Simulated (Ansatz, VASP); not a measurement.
**NbP2 in VASP and in Ansatz**

```
CELL_PARAMETERS angstrom
0.00000 3.51147 3.51147
3.51147 0.00000 3.51147
3.51147 3.51147 0.00000
ATOMIC_POSITIONS crystal
Nb 0.00000 0.00000 0.00000
Nb 0.25000 0.25000 0.25000
P 0.62500 0.62500 0.62500
P 0.12500 0.62500 0.62500
P 0.62500 0.62500 0.12500
P 0.62500 0.12500 0.62500
```

Alike in both runs: functional r2SCAN; k mesh 4 × 4 × 4; occupations gaussian, width 0.1 eV; no spin polarisation.

Ansatz relaxed the structure, and its values are those at the end. VASP's run is a single point on that final structure, the one shown.

```csv
,VASP,Ansatz
version,VASP 6.6.1,Ansatz 0.2.0
potentials or method,"VASP PAW PBE potentials, release 64 (Nb_sv, P), cutoff 520 eV","scalar-relativistic, plane waves, PAW"
valence electrons in the cell,46,46
```

```tsv
	VASP	Ansatz	Ansatz less VASP
gap on the k mesh at the Fermi level (eV)	none	none	-
pressure (GPa)	-0.2	0.0	+0.15
```

VASP's potentials were made for PBE, not for r2SCAN. A gap of «none» marks a metal or a gap that the smearing closes.

The k mesh is coarse, so the values compare programs but aren't converged.
